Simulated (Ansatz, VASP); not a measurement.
## Two plane-wave programs on Rh

Contents of INCAR:

```
SYSTEM = Rh
PREC = Accurate ; ENCUT = 520
EDIFF = 1E-6 ; ISMEAR = 0
SIGMA = 0.15 ; LREAL = .FALSE.
LASPH = .TRUE. ; NELM = 100
ALGO = Fast ; ISIF = 2
LWAVE = .FALSE. ; LCHARG = .FALSE.
GGA = PS ; NBANDS = 22
```

KPOINTS

```
regular mesh
0
G
  21 21 12
  0 0 0
```

File POSCAR:

```
Rh
1.0
    2.9068911263      0.0000000000      0.0000000000
   -1.4534455632      2.5174415614      0.0000000000
    0.0000000000      0.0000000000      4.1487150155
Rh
2
Direct
    0.6666666667      0.3333333333      0.7500000000
    0.3333333333      0.6666666667      0.2500000000
```

Input for Ansatz:

```yaml
crystal:
  lattice:
    - [2.9068911263, 0.0, 0.0]
    - [-1.4534455632, 2.5174415614, 0.0]
    - [0.0, 0.0, 4.1487150155]
  atoms:
    - { symbol: Rh, position: [0.6666666667, 0.3333333333, 0.75] }
    - { symbol: Rh, position: [0.3333333333, 0.6666666667, 0.25] }
basis:
  ecutwfc: 420
kpoints:
  mp_grid: { grid: [21, 21, 12] }
hamiltonian:
  xc: pbesol
  pseudopotentials: { kind: paw, azcp: { folder: soft_1 } }
scf:
  occupations: { method: gaussian, width: 0.15 }
output:
  forces: true
  stress: true
  eigenvalues: true
```

Alike in both runs: task single point; functional PBEsol; k mesh 21 × 21 × 12; occupations gaussian, width 0.15 eV; no spin polarisation.

|  | VASP | Ansatz |
| --- | --- | --- |
| version | VASP 6.6.1 | Ansatz 0.2.0 |
| potentials or method | VASP PAW PBE potentials, release 64 (Rh_pv), cutoff 520 eV | scalar-relativistic, plane waves, PAW |
| valence electrons in the cell | 30 | 34 |

Ansatz gave:

* gap on the k mesh at the Fermi level (eV): none
* pressure (GPa): -21.0
* traceless stress, the component that is largest in VASP (GPa): 12.07

Problem. Estimate VASP's values.

Solution. gap on the k mesh at the Fermi level (eV): none; pressure (GPa): -21.1; traceless stress, the component that is largest in VASP (GPa): 12.05.

VASP's potentials were made for PBE, not for PBEsol, and Ansatz warns of the same on its side. A gap of «none» marks a metal or a gap that the smearing closes. The functional is the same, so the differences come from potentials, cutoffs and numerics. VASP's potentials hold 30 valence electrons a cell and Ansatz's 34, so a difference there can come from the potentials and not from the codes.
